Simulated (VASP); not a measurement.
# Al9H in VASP: relaxation of the atoms with PBE

Aim: the relaxation of the atoms of Al9H with PBE.

Program: VASP 6.6.1. These are calculated values, not measurements. Logs are shortened: lines on timing, memory, paths and dates and some standing lists are left out, and cuts for length are marked.

## Step 1: The cell of the first run

The cell holds a slab with vacuum, 10 atoms: a = 2.854 Å, b = 2.854 Å, c = 34.261 Å, α = 90.00°, β = 90.00°, γ = 120.00°.

## Step 2: Relaxation of the atoms, PBE

Contents of INCAR:

```
PREC = Accurate
ENCUT = 520
EDIFF = 1E-7
ISMEAR = 0
SIGMA = 0.1
LREAL = False
LASPH = True
NELM = 80
ALGO = Normal
ISIF = 2
LWAVE = False
LCHARG = False
LDIPOL = True
IDIPOL = 3
DIPOL = 0.5 0.5 0.422
GGA = PE
IBRION = 2
NSW = 50
EDIFFG = -0.025
```

Contents of KPOINTS:

```
Automatic mesh
0
Gamma
  9 9 1
```

Contents of POSCAR:

```
Al9H
1.0
    2.8535431556      0.0000000000      0.0000000000
   -1.4267715778      2.4712408635      0.0000000000
    0.0000000000      0.0000000000     34.2605580981
Al H
9 1
Selective dynamics
Direct
    0.3333333333      0.6666666667      0.1167523304  F F F
    0.0000000000      0.0000000000      0.1852090274  F F F
    0.6666666667      0.3333333333      0.2536657244  F F F
    0.0000000000      0.0000000000      0.3221224214  F F F
    0.3333333333      0.6666666667      0.3899858430  F F F
    0.0000000000      0.0000000000      0.4578168584  F F F
    0.6666666667      0.3333333333      0.5268325047  F F F
    0.0000000000      0.0000000000      0.5950901730  F F F
    0.3333333333      0.6666666667      0.6643370500  T T T
    0.3333333333      0.6666666667      0.7087029356  F F T
```

Potentials or basis: VASP PAW PBE potentials, release 64 (Al, H).

Launch:

```bash
cat potpaw_PBE.64/Al/POTCAR potpaw_PBE.64/H/POTCAR > POTCAR
mpirun -np 1 vasp_std > vasp.out
```

OUTCAR:

```text
PREC = Accurate
   ENCUT = 520
   EDIFF = 1E-7
   ISMEAR = 0
   LREAL = False
   LASPH = True
   NELM = 80
   ISIF = 2
   GGA = PE
   IBRION = 2
   NSW = 50
   EDIFFG = -0.025

 ion  position               nearest neighbor table
   1  0.333  0.667  0.117-   2 2.87   2 2.87   2 2.87
   2  0.000  0.000  0.185-   1 2.87   3 2.87   1 2.87   3 2.87   3 2.87   1 2.87
   3  0.667  0.333  0.254-   2 2.87   4 2.87   2 2.87   4 2.87   2 2.87   4 2.87
   4  0.000  0.000  0.322-   5 2.85   5 2.85   5 2.85   3 2.87   3 2.87   3 2.87
   5  0.333  0.667  0.390-   6 2.85   6 2.85   6 2.85   4 2.85   4 2.85   4 2.85
   6  0.000  0.000  0.458-   5 2.85   5 2.85   5 2.85   7 2.88   7 2.88   7 2.88
   7  0.667  0.333  0.527-   8 2.86   8 2.86   8 2.86   6 2.88   6 2.88   6 2.88
   8  0.000  0.000  0.595-   7 2.86   7 2.86   7 2.86   9 2.89   9 2.89   9 2.89
   9  0.333  0.667  0.664-  10 1.52   8 2.89   8 2.89   8 2.89
  10  0.333  0.667  0.709-   9 1.52

  LATTYP: Found a hexagonal cell.
 ALAT       =     2.8535431556
 C/A-ratio  =    12.0063220459

  Lattice vectors:

 A1 = (   2.8535431556,   0.0000000000,   0.0000000000)
 A2 = (  -1.4267715778,   2.4712408635,   0.0000000000)
 A3 = (   0.0000000000,   0.0000000000,  34.2605580981)

Analysis of symmetry for initial positions (statically):
=====================================================================
 Subroutine PRICEL returns:
 Original cell was already a primitive cell.

 Routine SETGRP: Setting up the symmetry group for a
 hexagonal supercell.

 Subroutine GETGRP returns: Found  6 space group operations
 (whereof  6 operations were pure point group operations)
 out of a pool of 24 trial point group operations.

The static configuration has the point symmetry C_3v.

Analysis of symmetry for dynamics (positions and initial velocities):
=====================================================================
 Subroutine PRICEL returns:
 Original cell was already a primitive cell.

 Routine SETGRP: Setting up the symmetry group for a
 hexagonal supercell.

 Subroutine GETGRP returns: Found  6 space group operations
 (whereof  6 operations were pure point group operations)
 out of a pool of 24 trial point group operations.

The dynamic configuration has the point symmetry C_3v.

Analysis of constrained symmetry for selective dynamics:
=====================================================================
 Subroutine PRICEL returns:
 Original cell was already a primitive cell.

 Routine SETGRP: Setting up the symmetry group for a
 hexagonal supercell.

 Subroutine GETGRP returns: Found  6 space group operations
 (whereof  6 operations were pure point group operations)
 out of a pool of 24 trial point group operations.

The constrained configuration has the point symmetry C_3v.

 Subroutine INISYM returns: Found  6 space group operations
 (whereof  6 operations are pure point group operations),
 and found     1 'primitive' translations

----------------------------------------------------------------------------------------

                                     Primitive cell

  volume of cell :     241.5983

  direct lattice vectors                    reciprocal lattice vectors
     2.853543156  0.000000000  0.000000000     0.350441520  0.202327506  0.000000000
    -1.426771578  2.471240863  0.000000000     0.000000000  0.404655011  0.000000000
     0.000000000  0.000000000 34.260558098     0.000000000  0.000000000  0.029188083

  length of vectors
     2.853543156  2.853543156 34.260558098     0.404655011  0.404655011  0.029188083

  position of ions in fractional coordinates (direct lattice)
     0.333333333  0.666666667  0.116752330
     0.000000000  0.000000000  0.185209027
     0.666666667  0.333333333  0.253665724
     0.000000000  0.000000000  0.322122421
     0.333333333  0.666666667  0.389985843
     0.000000000  0.000000000  0.457816858
     0.666666667  0.333333333  0.526832505
     0.000000000  0.000000000  0.595090173
     0.333333333  0.666666667  0.664337050
     0.333333333  0.666666667  0.708702936

[... 43 lines left out ...]
  0.222222 -0.000000  0.000000      6.000000
  0.333333 -0.000000  0.000000      6.000000
  0.444444 -0.000000  0.000000      6.000000
  0.111111  0.111111  0.000000      6.000000
  0.222222  0.111111  0.000000     12.000000
  0.333333  0.111111  0.000000     12.000000
  0.444444  0.111111  0.000000      6.000000
  0.222222  0.222222  0.000000      6.000000
  0.333333  0.222222  0.000000     12.000000
  0.333333  0.333333  0.000000      2.000000
   k-points           NKPTS =     12   k-points in BZ     NKDIM =     12   number of bands    NBANDS=     20
   number of dos      NEDOS =    301   number of ions     NIONS =     10
   total plane-waves  NPLWV = 147456
   dimension x,y,z NGX =    24 NGY =   24 NGZ =  256
   dimension x,y,z NGXF=    48 NGYF=   48 NGZF=  512
   ions per type =               9   1
   NGX,Y,Z   is equivalent  to a cutoff of  13.98, 13.98, 12.42 a.u.
   NGXF,Y,Z  is equivalent  to a cutoff of  27.96, 27.96, 24.84 a.u.
 SYSTEM =  unknown system
   PREC   = accura    normal or accurate (medium, high low for compatibility)
   ISTART =      0    job   : 0-new  1-cont  2-samecut
   ICHARG =      2    charge: 1-file 2-atom 10-const
   ISPIN  =      1    spin polarized calculation?
   LNONCOLLINEAR =      F non collinear calculations
   LSORBIT =      F    spin-orbit coupling
   LASPH  =      T    aspherical Exc in radial PAW
   ENCUT  =  520.0 eV  38.22 Ry    6.18 a.u.   5.31  5.31 63.70*2*pi/ulx,y,z
   NELM   =     80;   NELMIN=  2; NELMDL= -5     # of ELM steps
   EDIFF  = 0.1E-06   stopping-criterion for ELM
   LREAL  =      F    real-space projection
   EDIFFG = -.3E-01   stopping-criterion for IOM
   NSW    =     50    number of steps for IOM
   IBRION =      2    ionic relax: 0-MD 1-quasi-New 2-CG
   NFREE  =      1    steps in history (QN), initial steepest desc. (CG)
   ISIF   =      2    stress and relaxation
   ISYM   =      2    0-nonsym 1-usesym 2-fastsym
   POTIM  = 0.5000    time-step for ionic-motion
   TEBEG  =    0.0;   TEEND  =   0.0 temperature during run
   PSTRESS=    0.0 pullay stress
   NELECT =      28.0000    total number of electrons
   NUPDOWN=      -1.0000    fix difference up-down
   EMIN   =  10.00;   EMAX   =-10.00  energy-range for DOS
   EFERMI =   0.00;   METHOD = LEGACY
   ISMEAR =     0;   SIGMA  =   0.10  broadening in eV -4-tet -1-fermi 0-gaus
   EFERMI_NEDOS =   21; number of points for ismear=-14 and -15
   IALGO  =     38    algorithm
   IMIX   =      4    mixing-type and parameters
     AMIX     =   0.40;   BMIX     =  1.00
     AMIX_MAG =   1.60;   BMIX_MAG =  1.00
  volume/ion in A,a.u.               =      24.16       163.04
  Fermi-wavevector in a.u.,A,eV,Ry     =   0.798171  1.508325  8.667968  0.637078
  Thomas-Fermi vector in A             =   1.905031
   LORBIT       =      0    0 simple, 1 ext, 2 COOP (PROOUT), +10 PAW based schemes
   GGA     = PE    functional components
   LHFCALC =     F    Hartree Fock is set to
   AEXX    =    0.0000 exact exchange contribution
   IVDW    =     0    specifies the selected vdW correction
   LEPSILON=     F    determine dielectric tensor
   LRPA    =     F    only Hartree local field effects (RPA)
 conjugate gradient relaxation of ions
 non-spin polarized calculation
 Gauss-broadening in eV      SIGMA  =   0.10
  energy-cutoff  :      520.00
  volume of cell :      241.60
 maximum number of plane-waves:      6547
 NGX is ok and might be reduce to    24
   NGX = 11   NGY = 11   NGZ =127

 dipolmoment           0.000000      0.000000     -0.102794 electrons x Angstroem

--------------------------------------- Ionic step        1  -------------------------------------------

 number of electron      28.0000000 magnetization

 Free energy of the ion-electron system (eV)
  ---------------------------------------------------
  ext. energy  EPLUGINS =         0.00000000
  ---------------------------------------------------
  free energy    TOTEN  =       -35.77624060 eV

  energy without entropy =      -35.74546641  energy(sigma->0) =      -35.76085351

------------------------ aborting loop because EDIFF is reached ----------------------------------------

  FORCE on cell =-STRESS in cart. coord.  units (eV):
  Direction    XX          YY          ZZ          XY          YZ          ZX
  --------------------------------------------------------------------------------------
  -------------------------------------------------------------------------------------
  Total       -0.2410890     -0.2410890      1.6762295     -0.0000000      0.0000000      0.0000000
  in kB       -1.5987997     -1.5987997     11.1160400     -0.0000000      0.0000000      0.0000000
  external PRESSURE =       2.6394802 kB  Pullay stress =       0.0000000 kB
[... 113 lines left out ...]
  FREE ENERGIE OF THE ION-ELECTRON SYSTEM (eV)
  ---------------------------------------------------
  free  energy   TOTEN  =       -35.8314052738 eV

  energy  without entropy=      -35.8000880526  energy(sigma->0) =      -35.81574666

[... ionic steps 4 to 7 ...]

--------------------------------------- Ionic step        8  -------------------------------------------

 number of electron      28.0000000 magnetization

------------------------ aborting loop because EDIFF is reached ----------------------------------------
[... 83 lines left out ...]
--------------------------------------- Ionic step       10  -------------------------------------------

 number of electron      28.0000001 magnetization

 dipolmoment           0.000000      0.000000      0.067801 electrons x Angstroem

 Free energy of the ion-electron system (eV)
  ---------------------------------------------------
  ext. energy  EPLUGINS =         0.00000000
  ---------------------------------------------------
  free energy    TOTEN  =       -35.83475967 eV

  energy without entropy =      -35.80428256  energy(sigma->0) =      -35.81952111

 E-fermi :   3.0890     XC(G=0):  -6.9097

 val. band max:        3.0852682134   @ k =   0.4444  -0.0000   0.0000
 cond. band min:       3.1289996971   @ k =   0.3333   0.2222   0.0000
 fundamental gap:      0.0437314838
 Fermi energy:         3.0890414486

 k-point     1 :       0.0000    0.0000    0.0000
  band No.  band energies     occupation
      1      -8.0221      2.00000
      2      -7.7878      2.00000
      3      -7.4475      2.00000
      4      -6.9060      2.00000
      5      -6.2277      2.00000
      6      -5.4449      2.00000
[... 265 lines left out ...]
     19       2.5572      2.00000
     20       2.8741      1.99763

------------------------ aborting loop because EDIFF is reached ----------------------------------------

 vacuum level on the upper side and lower side of the slab       (xc-potential included)         0.779        -0.987

  FORCE on cell =-STRESS in cart. coord.  units (eV):
  Direction    XX          YY          ZZ          XY          YZ          ZX
  --------------------------------------------------------------------------------------
  -------------------------------------------------------------------------------------
  Total        0.2787115      0.2787115      0.0026225      0.0000000     -0.0000000      0.0000000
  in kB        1.8482959      1.8482959      0.0173912      0.0000000     -0.0000000      0.0000000
  external PRESSURE =       1.2379943 kB  Pullay stress =       0.0000000 kB
[... 25 lines left out ...]
  FREE ENERGIE OF THE ION-ELECTRON SYSTEM (eV)
  ---------------------------------------------------
  free  energy   TOTEN  =       -35.8347596686 eV

  energy  without entropy=      -35.8042825599  energy(sigma->0) =      -35.81952111

 reached required accuracy - stopping structural energy minimisation

 vacuum level on the upper side and lower side of the slab         8.744         6.948
```

Run time: 20 min. Hardware: 1 thread of Intel Xeon 8259CL, shared host; peak memory 0.42 GiB.

Results:

```
Free energy               : -35.8348 eV
Energy gained by relaxing : 5.9 meV/atom
Ionic steps               : 10
```

The path:
```tsv
step	energy change (eV)	largest force on free atoms (eV/Å)	pressure (GPa)
1	0.0000	1.3912	0.26
2	-0.0485	0.4192	-0.13
3	-0.0552	0.0547	-0.04
4	-0.0552	0.0751	-0.05
5	-0.0554	0.0738	-0.04
6	-0.0561	0.0702	-0.02
7	-0.0573	0.0637	0.02
8	-0.0584	0.0505	0.11
9	-0.0564	0.2493	0.19
10	-0.0585	0.0077	0.12
```

Final structure:
```
Al H
1.0
     2.85354    0.00000    0.00000
    -1.42677    2.47124    0.00000
     0.00000    0.00000   34.26056
Al H
9 1
Cartesian
  0.0000 1.6475 4.0000
  0.0000 0.0000 6.3454
  1.4268 0.8237 8.6907
  0.0000 0.0000 11.0361
  0.0000 1.6475 13.3611
  0.0000 0.0000 15.6851
  1.4268 0.8237 18.0496
  0.0000 0.0000 20.3881
  0.0000 1.6475 22.6595
  0.0000 1.6475 24.2637
```

Levels at points of the mesh, in eV from the Fermi level:
```csv
k point,band 11,band 12,band 13,band 14,band 15,band 16
"(0.00, 0.00, 0.00)",-3.04,-1.63,-0.15,1.38,2.84,3.93
```

Caveat: the highest band is partly filled, so the run has too few bands.
